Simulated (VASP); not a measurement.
Here is a VASP 6.6.1 calculation.

INCAR

```
SYSTEM = BeHN2
PREC = Accurate
ENCUT = 600
EDIFF = 1E-6
ISMEAR = 0
SIGMA = 0.1
LREAL = .FALSE.
LASPH = .TRUE.
NELM = 100
ALGO = Fast
ISIF = 3
LWAVE = .FALSE.
LCHARG = .FALSE.
GGA = PE
IBRION = 2
NSW = 100
EDIFFG = -0.01
```

The input KPOINTS:

```
regular mesh
0
G
  18 18 14
  0 0 0
```

Contents of POSCAR:

```
BeHN2
1.0
    2.5763148173      0.0000000000      0.0000000000
    0.0000000000      2.5763148173      0.0000000000
    0.0000000000      0.0000000000      3.5776887393
Be H N
1 1 2
Direct
    0.5000000000      0.5000000000      0.5000000000
    0.0000000000      0.0000000000      0.0000000000
    0.0000000000      0.0000000000      0.5000000000
    0.5000000000      0.5000000000      0.0000000000
```

Potentials or basis: VASP PAW PBE potentials, release 64 (Be, H, N).

Command:

```console
$ cat potpaw_PBE.64/Be/POTCAR potpaw_PBE.64/H/POTCAR potpaw_PBE.64/N/POTCAR > POTCAR
$ mpirun -np 1 vasp_std > vasp.out
```

Task: Estimate the relaxed cell.

Result: a = 2.574 Å, b = 2.574 Å, c = 3.576 Å, α = 90.00°, β = 90.00°, γ = 90.00°.

Task: Predict the relaxed volume.

Result: 5.92 Å³/atom.

Task: Estimate the space group after relaxing (to 0.1 Å).

Result: P4/mmm (No. 123).

Task: Estimate the band gap on the k mesh.

Result: Zero (an odd number of electrons rules out a gap without spin polarisation).

Final structure:
```
Be H N
1.0
     2.57405    0.00000    0.00000
     0.00000    2.57405    0.00000
     0.00000    0.00000    3.57644
Be H N
1 1 2
Direct
  0.50000 0.50000 0.50000
  0.00000 0.00000 0.00000
  0.00000 0.00000 0.50000
  0.50000 0.50000 0.00000
```
